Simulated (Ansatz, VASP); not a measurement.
## Two plane-wave programs on SiC

INCAR

```
SYSTEM = SiC
PREC = Accurate ; ENCUT = 600
EDIFF = 1E-7 ; ISMEAR = 0
SIGMA = 0.01 ; LREAL = .False.
LASPH = .True. ; NELM = 120
ALGO = Normal ; ISIF = 3
LWAVE = .False. ; LCHARG = .False.
IBRION = 2 ; NSW = 80
EDIFFG = -0.001 ; GGA_COMPAT = .False.
NELMIN = 4
```

Contents of KPOINTS:

```
regular mesh
0
Gamma
  12 12 12
  0 0 0
```

POSCAR

```
SiC
1.0
    0.0000000000      2.1644841279      2.1644841279
    2.1644841279      0.0000000000      2.1644841279
    2.1644841279      2.1644841279      0.0000000000
Si C
1 1
Direct
    0.0000000000      0.0000000000      0.0000000000
    0.2500000000      0.2500000000      0.2500000000
```

Input for Ansatz:

```yaml
crystal:
  lattice:
    - [0.0, 2.1644841279, 2.1644841279]
    - [2.1644841279, 0.0, 2.1644841279]
    - [2.1644841279, 2.1644841279, 0.0]
  atoms:
    - { symbol: Si, position: [0.0, 0.0, 0.0] }
    - { symbol: C, position: [0.25, 0.25, 0.25] }
basis:
  ecutwfc: 420
kpoints:
  mp_grid: { grid: [12, 12, 12] }
hamiltonian:
  xc: lda
  pseudopotentials: { kind: paw }
scf:
  occupations: { method: fixed }
output:
  forces: true
  stress: true
  eigenvalues: true
relax:
  adjacent_minimum: "off"
  f_tol: 0.001
  max_steps: 60
  cell: { stress_tol: 0.01 }
```

Alike in both runs: task relaxation of cell and atoms; functional LDA; k mesh 12 × 12 × 12; no spin polarisation.

|  | VASP | Ansatz |
| --- | --- | --- |
| version | VASP 6.6.1 | Ansatz 0.2.0 |
| potentials or method | VASP PAW LDA potentials, release 64 (Si, C), cutoff 600 eV | scalar-relativistic, plane waves, PAW |
| occupations | gaussian, width 0.01 eV | fixed |
| valence electrons in the cell | 8 | 8 |

VASP gave:

```
gap on the k mesh at the Fermi level, each at its own relaxed structure (eV) : 1.29
relaxed volume (Å³/atom)                                                     : 10.15
relaxed cell length with the largest relative difference (Å)                 : 3.062
```

Estimate Ansatz's values.

gap on the k mesh at the Fermi level, each at its own relaxed structure (eV): 1.30; relaxed volume (Å³/atom): 10.14; relaxed cell length with the largest relative difference (Å): 3.061.

LDA's correlation is that of Perdew and Zunger in VASP and of Perdew and Wang (1992) in Ansatz.
